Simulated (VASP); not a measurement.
# SbW (P6_3/mmc) in VASP: notebook

The runs below take SbW through relaxation of shape and atoms at fixed volume, with PBE.

Everything below comes from runs of VASP 6.6.1. Logs are shortened: lines on timing, memory, paths and dates and some standing lists are left out, and cuts for length are marked.

### 1 The cell of the first run

It takes space group P6_3/mmc (No. 194, hexagonal). Conventional cell: a = 4.466 Å, b = 4.466 Å, c = 5.260 Å, α = 90.00°, β = 90.00°, γ = 120.00°. W (site symmetry -3m) has 2 W at 2.63 Å and 6 Sb at 2.89 Å within 3.5 Å. Sb (site symmetry -6m2) has 6 W at 2.89 Å and 6 Sb at 3.68 Å within 3.8 Å.

### 2 Relaxation of shape and atoms at fixed volume, PBE (22.71 Å³/atom)

The input, INCAR:

```
PREC = Accurate
ENCUT = 600
EDIFF = 1E-6
ISMEAR = 0
SIGMA = 0.05
LREAL = False
LASPH = True
NELM = 80
ALGO = Normal
ISIF = 4
LWAVE = False
LCHARG = False
GGA = PE
IBRION = 2
NSW = 60
EDIFFG = -0.01
```

The input, KPOINTS:

```
regular mesh
0
Gamma
  10 10 6
```

The input, POSCAR:

```
SbW
1.0
    4.4662265214      0.0000000000      0.0000000000
   -2.2331132607      3.8678656266      0.0000000000
    0.0000000000      0.0000000000      5.2596636354
W Sb
2 2
Direct
    0.0000000000      0.0000000000      0.0000000000
    0.0000000000      0.0000000000      0.5000000000
    0.3333333333      0.6666666667      0.2500000000
    0.6666666667      0.3333333333      0.7500000000
```

Potentials or basis: VASP PAW PBE potentials, release 64 (W_sv, Sb).

On the command line:

```
cat potpaw_PBE.64/W_sv/POTCAR potpaw_PBE.64/Sb/POTCAR > POTCAR
mpirun -np 1 vasp_std > vasp.out
```

OUTCAR:

```text
PREC = Accurate
   ENCUT = 600
   EDIFF = 1E-6
   ISMEAR = 0
   LREAL = False
   LASPH = True
   NELM = 80
   ISIF = 4
   GGA = PE
   IBRION = 2
   NSW = 60
   EDIFFG = -0.01

 ion  position               nearest neighbor table
   1  0.000  0.000  0.000-   2 2.63   2 2.63   4 2.89   3 2.89   4 2.89   3 2.89   4 2.89   3 2.89

   2  0.000  0.000  0.500-   1 2.63   1 2.63   4 2.89   3 2.89   4 2.89   3 2.89   4 2.89   3 2.89

   3  0.333  0.667  0.250-   1 2.89   2 2.89   1 2.89   2 2.89   1 2.89   2 2.89   4 3.68   4 3.68
                             4 3.68   4 3.68   4 3.68   4 3.68
   4  0.667  0.333  0.750-   1 2.89   2 2.89   1 2.89   2 2.89   1 2.89   2 2.89   3 3.68   3 3.68
                             3 3.68   3 3.68   3 3.68   3 3.68

  LATTYP: Found a hexagonal cell.
 ALAT       =     4.4662265214
 C/A-ratio  =     1.1776526807

  Lattice vectors:

 A1 = (   4.4662265214,   0.0000000000,   0.0000000000)
 A2 = (  -2.2331132607,   3.8678656266,   0.0000000000)
 A3 = (   0.0000000000,   0.0000000000,   5.2596636354)

Analysis of symmetry for initial positions (statically):
=====================================================================
 Subroutine PRICEL returns:
 Original cell was already a primitive cell.

 Routine SETGRP: Setting up the symmetry group for a
 hexagonal supercell.

 Subroutine GETGRP returns: Found 24 space group operations
 (whereof 12 operations were pure point group operations)
 out of a pool of 24 trial point group operations.

The static configuration has the point symmetry D_3d.
 The point group associated with its full space group is D_6h.

Analysis of symmetry for dynamics (positions and initial velocities):
=====================================================================
 Subroutine PRICEL returns:
 Original cell was already a primitive cell.

 Routine SETGRP: Setting up the symmetry group for a
 hexagonal supercell.

 Subroutine GETGRP returns: Found 24 space group operations
 (whereof 12 operations were pure point group operations)
[... 162 lines left out ...]
  Direction    XX          YY          ZZ          XY          YZ          ZX
  --------------------------------------------------------------------------------------
  -------------------------------------------------------------------------------------
  Total       -2.7337338     -2.7337338     -3.0719866      0.0000000      0.0000000      0.0000000
  in kB      -48.2055128    -48.2055128    -54.1701211      0.0000000      0.0000000      0.0000000
  external PRESSURE =     -50.1937156 kB  Pullay stress =       0.0000000 kB

 VOLUME and BASIS-vectors are now :
 -----------------------------------------------------------------------------
  energy-cutoff  :      600.00
  volume of cell :       90.86
      direct lattice vectors                 reciprocal lattice vectors
     4.466226521  0.000000000  0.000000000     0.223902660  0.129270261  0.000000000
    -2.233113261  3.867865627  0.000000000     0.000000000  0.258540522  0.000000000
     0.000000000  0.000000000  5.259663635     0.000000000  0.000000000  0.190126227

 POSITION                                       TOTAL-FORCE (eV/Angst)
 -----------------------------------------------------------------------------------
      0.00000      0.00000      0.00000         0.000000      0.000000      0.000000
      0.00000      0.00000      2.62983         0.000000      0.000000      0.000000
     -0.00000      2.57858      1.31492        -0.000000     -0.000000      0.000000
      2.23311      1.28929      3.94475        -0.000000      0.000000     -0.000000
 -----------------------------------------------------------------------------------
    total drift:                               -0.000000      0.000000     -0.000000

  FREE ENERGIE OF THE ION-ELECTRON SYSTEM (eV)
  ---------------------------------------------------
  free  energy   TOTEN  =       -31.6789488281 eV

  energy  without entropy=      -31.6763725331  energy(sigma->0) =      -31.67766068

--------------------------------------- Ionic step        2  -------------------------------------------

 number of electron      38.0000000 magnetization

 Free energy of the ion-electron system (eV)
  ---------------------------------------------------
  ext. energy  EPLUGINS =         0.00000000
  ---------------------------------------------------
  free energy    TOTEN  =       -31.67939564 eV

  energy without entropy =      -31.67677880  energy(sigma->0) =      -31.67808722

 E-fermi :   8.3764     XC(G=0): -11.1152

 val. band max:        8.3439609637   @ k =   0.4000   0.0000   0.5000
 cond. band min:       8.4063445871   @ k =   0.4000   0.1000   0.5000
 fundamental gap:      0.0623836234
 Fermi energy:         8.3763562917

 k-point     1 :       0.0000    0.0000    0.0000
  band No.  band energies     occupation
      1     -65.4572      2.00000
      2     -65.3578      2.00000
      3     -30.2382      2.00000
      4     -29.7282      2.00000
      5     -29.7282      2.00000
      6     -29.5784      2.00000
[... 613 lines left out ...]
     22      10.6470      0.00000
     23      10.8131      0.00000

 [... further k-points ...]
[... 5 lines left out ...]
  --------------------------------------------------------------------------------------
  -------------------------------------------------------------------------------------
  Total       -2.7806030     -2.7806030     -2.7744380      0.0000000      0.0000000      0.0000000
  in kB      -49.0319846    -49.0319846    -48.9232737      0.0000000      0.0000000      0.0000000
  external PRESSURE =     -48.9957477 kB  Pullay stress =       0.0000000 kB

 VOLUME and BASIS-vectors are now :
 -----------------------------------------------------------------------------
  energy-cutoff  :      600.00
  volume of cell :       90.86
      direct lattice vectors                 reciprocal lattice vectors
     4.472308203  0.000000000  0.000000000     0.223598186  0.129094473 -0.000000000
    -2.236154101  3.873132517  0.000000000     0.000000000  0.258188945 -0.000000000
     0.000000000  0.000000000  5.245368624     0.000000000 -0.000000000  0.190644371

 POSITION                                       TOTAL-FORCE (eV/Angst)
 -----------------------------------------------------------------------------------
      0.00000      0.00000      0.00000        -0.000000      0.000000      0.000000
      0.00000      0.00000      2.62268        -0.000000      0.000000      0.000000
     -0.00000      2.58209      1.31134        -0.000000     -0.000000      0.000000
      2.23615      1.29104      3.93403         0.000000      0.000000     -0.000000
 -----------------------------------------------------------------------------------
    total drift:                               -0.000000     -0.000000     -0.000000

  FREE ENERGIE OF THE ION-ELECTRON SYSTEM (eV)
  ---------------------------------------------------
  free  energy   TOTEN  =       -31.6793956391 eV

  energy  without entropy=      -31.6767788031  energy(sigma->0) =      -31.67808722

 reached required accuracy - stopping structural energy minimisation
```

Wall time 3.3 min (1 thread of AMD EPYC 7R43 (Zen 3), shared host); peak memory 0.28 GiB.

What came out:

- Free energy: -31.6794 eV
- Energy gained by relaxing: 0.1 meV/atom
- Ionic steps: 2
- Pressure after relaxing: -4.9 GPa
- Band gap on the k mesh: zero (bands 19 and 20 overlap by 1.31 eV)

The path:
```
step  energy change (eV)  largest force (eV/Å)  pressure (GPa)  volume (Å³)
   1              0.0000                0.0000           -5.02        90.86
   2             -0.0004                0.0000           -4.90        90.86
```

Final structure:
```xyz
4
Lattice="4.4723 0.0000 0.0000 -2.2362 3.8731 0.0000 0.0000 0.0000 5.2454" Properties=species:S:1:pos:R:3 pbc="T T T"
W     0.0000    0.0000    0.0000
W     0.0000    0.0000    2.6227
Sb    0.0000    2.5821    1.3113
Sb    2.2362    1.2910    3.9340
```

Levels at points of the mesh, in eV from the Fermi level:
```tsv
k point	band 17	band 18	band 19	band 20	band 21	band 22
(0.00, 0.00, 0.00)	-0.10	-0.10	0.13	0.13	2.50	2.51
(0.50, 0.00, 0.00)	-1.74	-1.35	-0.68	0.55	0.72	1.88
(0.00, 0.00, 0.50)	-0.65	-0.65	-0.65	-0.65	0.04	0.04
(0.50, 0.00, 0.50)	-0.12	-0.12	0.05	0.05	0.09	0.09
```

Caveat: spin-orbit coupling is left out, which moves the levels of the heavy elements.

### 3 Relaxation of shape and atoms at fixed volume, PBE (23.37 Å³/atom)

This run uses another cell than the first one, of 23.37 Å³/atom.

The input, INCAR:

```
SYSTEM = SbW
PREC     = Accurate       ! precision mode
ENCUT    = 600            ! plane-wave cutoff, eV
EDIFF    = 1E-7           ! SCF threshold, eV
ISMEAR   = 0              ! smearing method
SIGMA    = 0.05           ! smearing width, eV
LREAL    = .FALSE.        ! projectors in reciprocal space
LASPH    = .TRUE.         ! aspherical terms in the spheres
NELM     = 60             ! most SCF steps
ALGO     = Normal         ! electronic algorithm
ISIF     = 4              ! what is computed and relaxed
LWAVE    = .FALSE.        ! write WAVECAR
LCHARG   = .FALSE.        ! write CHGCAR
GGA      = PE             ! functional
IBRION   = 2              ! ionic algorithm
NSW      = 60             ! ionic steps
EDIFFG   = -0.01          ! ionic threshold
```

The input, KPOINTS:

```
Automatic mesh
0
G
  10 10 6
  0 0 0
```

The input, POSCAR:

```
SbW
1.0
    4.5171069624      0.0000000000      0.0000000000
   -2.2585534812      3.9119293811      0.0000000000
    0.0000000000      0.0000000000      5.2901642079
W Sb
2 2
Direct
    0.0000000000      0.0000000000      0.0000000000
    0.0000000000      0.0000000000      0.5000000000
    0.3333333333      0.6666666667      0.2500000000
    0.6666666667      0.3333333333      0.7500000000
```

Potentials or basis: VASP PAW PBE potentials, release 64 (W_sv, Sb).

On the command line:

```
cat potpaw_PBE.64/W_sv/POTCAR potpaw_PBE.64/Sb/POTCAR > POTCAR
mpirun -np 1 vasp_std > vasp.out
```

OUTCAR:

```text
SYSTEM = SbW
   PREC = Accurate
   ENCUT = 600
   EDIFF = 1E-7
   ISMEAR = 0
   LREAL = .FALSE.
   LASPH = .TRUE.
   NELM = 60
   ISIF = 4
   GGA = PE
   IBRION = 2
   NSW = 60
   EDIFFG = -0.01

 ion  position               nearest neighbor table
   1  0.000  0.000  0.000-   2 2.65   2 2.65   4 2.92   3 2.92   4 2.92   3 2.92   4 2.92   3 2.92

   2  0.000  0.000  0.500-   1 2.65   1 2.65   4 2.92   3 2.92   4 2.92   3 2.92   4 2.92   3 2.92

[... 875 lines left out ...]
 [... further k-points ...]
[... 5 lines left out ...]
  --------------------------------------------------------------------------------------
  -------------------------------------------------------------------------------------
  Total       -4.5901245     -4.5901245     -4.6346154      0.0000000      0.0000000      0.0000000
  in kB      -78.6709717    -78.6709717    -79.4335095      0.0000000      0.0000000      0.0000000
  external PRESSURE =     -78.9251510 kB  Pullay stress =       0.0000000 kB

 VOLUME and BASIS-vectors are now :
 -----------------------------------------------------------------------------
  energy-cutoff  :      600.00
  volume of cell :       93.48
      direct lattice vectors                 reciprocal lattice vectors
     4.527430400  0.000000000  0.000000000     0.220875842  0.127522727 -0.000000000
    -2.263715200  3.920869741  0.000000000    -0.000000000  0.255045453 -0.000000000
     0.000000000  0.000000000  5.266066469     0.000000000 -0.000000000  0.189895058

 POSITION                                       TOTAL-FORCE (eV/Angst)
 -----------------------------------------------------------------------------------
     -2.26372      3.92087      5.26607        -0.000000      0.000000      0.000000
     -2.26372      3.92087      2.63303        -0.000000      0.000000      0.000000
     -0.00000      2.61391      1.31652         0.000000     -0.000000     -0.000000
      2.26372      1.30696      3.94955        -0.000000      0.000000      0.000000
 -----------------------------------------------------------------------------------
    total drift:                               -0.000000      0.000000      0.000000

  FREE ENERGIE OF THE ION-ELECTRON SYSTEM (eV)
  ---------------------------------------------------
  free  energy   TOTEN  =       -31.5741998128 eV

  energy  without entropy=      -31.5711405905  energy(sigma->0) =      -31.57267020

 reached required accuracy - stopping structural energy minimisation
```

CONTCAR:

```text
SbW
   1.00000000000000
     4.5274304004707044    0.0000000000000000    0.0000000000000000
    -2.2637152002353522    3.9208697407182709    0.0000000000000000
     0.0000000000000000    0.0000000000000000    5.2660664686194369
  W               Sb
     2     2
Direct
     0.0000000000000000    1.0000000000000000    1.0000000000000000
     0.0000000000000000    1.0000000000000000    0.5000000000000000
     0.3333333332999970    0.6666666667000030    0.2500000000000000
     0.6666666667000030    0.3333333332999970    0.7500000000000000

  0.00000000E+00  0.00000000E+00  0.00000000E+00
  0.00000000E+00  0.00000000E+00  0.00000000E+00
  0.00000000E+00  0.00000000E+00  0.00000000E+00
  0.00000000E+00  0.00000000E+00  0.00000000E+00
```

Run time: 4.5 min. Hardware: 1 thread of AMD EPYC 7R43 (Zen 3), shared host; peak memory 0.29 GiB.

What came out:

```yaml
Free_energy: -31.5742 eV
Energy_gained_by_relaxing: 0.3 meV/atom
Ionic_steps: 2
Pressure_after_relaxing: -7.9 GPa
Band_gap_on_the_k_mesh: zero (bands 19 and 20 overlap by 1.25 eV)
```

The path:
```
step  energy change (eV)  largest force (eV/Å)  pressure (GPa)  volume (Å³)
   1              0.0000                0.0000           -8.09        93.48
   2             -0.0014                0.0000           -7.89        93.48
```

Final structure:
```
W Sb
1.0
     4.52743    0.00000    0.00000
    -2.26372    3.92087    0.00000
     0.00000    0.00000    5.26607
W Sb
2 2
Direct
  0.00000 0.00000 0.00000
  0.00000 0.00000 0.50000
  0.33333 0.66667 0.25000
  0.66667 0.33333 0.75000
```

Caveat: spin-orbit coupling is left out, which moves the levels of the heavy elements.

### 4 Relaxation of shape and atoms at fixed volume, PBE (24.03 Å³/atom)

This run uses another cell than the first one, of 24.03 Å³/atom.

The input, INCAR:

```
SYSTEM = SbW
PREC = Accurate
ENCUT = 600
EDIFF = 1E-6
ISMEAR = 0
SIGMA = 0.05
LREAL = .False.
LASPH = .True.
NELM = 60
ALGO = Normal
ISIF = 4
LWAVE = .False.
LCHARG = .False.
GGA = PE
IBRION = 2
NSW = 60
EDIFFG = -0.01
```

The input, KPOINTS:

```
Automatic mesh
0
Gamma
  10 10 6
  0 0 0
```

The input, POSCAR:

```
SbW
1.0
    4.5725578854      0.0000000000      0.0000000000
   -2.2862789427      3.9599512891      0.0000000000
    0.0000000000      0.0000000000      5.3073824651
W Sb
2 2
Direct
    0.0000000000      0.0000000000      0.0000000000
    0.0000000000      0.0000000000      0.5000000000
    0.3333333333      0.6666666667      0.2500000000
    0.6666666667      0.3333333333      0.7500000000
```

On the command line:

```
cat potpaw_PBE.64/W_sv/POTCAR potpaw_PBE.64/Sb/POTCAR > POTCAR
mpirun -np 1 vasp_std > vasp.out
```

It took 5.3 min on 1 thread of AMD EPYC 7R43 (Zen 3), shared host; peak memory 0.3 GiB.

The run converged. Its results:

| Item | Value |
| --- | --- |
| Free energy | -31.4245 eV |
| Energy gained by relaxing | 0.4 meV/atom |
| Ionic steps | 2 |
| Pressure after relaxing | -10.4 GPa |
| Band gap on the k mesh | zero (bands 19 and 20 overlap by 1.20 eV) |

Stress tensor (GPa, compression positive):
```
-10.35   0.00   0.00
  0.00 -10.35   0.00
  0.00   0.00 -10.44
```

The path:
```
step  energy change (eV)  largest force (eV/Å)  pressure (GPa)  volume (Å³)
   1              0.0000                0.0000          -10.60        96.10
   2             -0.0015                0.0000          -10.38        96.10
```

Final structure:
```yaml
crystal:
  lattice:
    - [4.58335, 0.00000, 0.00000]
    - [-2.29167, 3.96930, 0.00000]
    - [0.00000, 0.00000, 5.28242]
  atoms:
    - { symbol: W, position: [0.00000, 0.00000, 0.00000] }
    - { symbol: W, position: [0.00000, 0.00000, 0.50000] }
    - { symbol: Sb, position: [0.33333, 0.66667, 0.25000] }
    - { symbol: Sb, position: [0.66667, 0.33333, 0.75000] }
```

Levels at points of the mesh, in eV from the Fermi level:
| k point | band 15 | band 16 | band 17 | band 18 | band 19 | band 20 | band 21 | band 22 | band 23 |
| --- | --- | --- | --- | --- | --- | --- | --- | --- | --- |
| (0.00, 0.00, 0.00) | -1.99 | -1.99 | 0.00 | 0.00 | 0.04 | 0.04 | 2.38 | 2.50 | 3.07 |
| (0.50, 0.00, 0.00) | -2.45 | -1.91 | -1.59 | -1.34 | -0.66 | 0.53 | 0.71 | 1.54 | 2.86 |
| (0.00, 0.00, 0.50) | -1.68 | -1.68 | -0.57 | -0.57 | -0.57 | -0.57 | -0.11 | -0.11 | 4.09 |
| (0.50, 0.00, 0.50) | -1.81 | -1.81 | -0.09 | -0.09 | 0.09 | 0.09 | 0.10 | 0.10 | 2.34 |

Caveat: spin-orbit coupling is left out, which moves the levels of the heavy elements.

### 5 Summary

| cell | gap on the mesh (eV) | pressure (GPa) |
| --- | --- | --- |
| relaxed from a = 4.466, b = 4.466, c = 5.260 Å, angles 90.0, 90.0, 120.0°, 4 atoms | none | -4.9 |
| relaxed from a = 4.517, b = 4.517, c = 5.290 Å, angles 90.0, 90.0, 120.0°, 4 atoms | none | -7.9 |
| relaxed from a = 4.573, b = 4.573, c = 5.307 Å, angles 90.0, 90.0, 120.0°, 4 atoms | none | -10.4 |

Alike in all rows: task relaxation of shape and atoms at fixed volume; level PBE; potentials or basis VASP PAW PBE potentials, release 64 (W_sv, Sb); no spin polarisation; k mesh 10 × 10 × 6; cutoff (eV) 600; smearing gaussian 0.05 eV.

Caveats: spin-orbit coupling is left out, which moves the levels of the heavy elements.

Total energies depend on the potentials used, so only differences within one code and one set of settings carry meaning.

The gap in the log of VASP goes by the Fermi energy; the results here count the filled bands.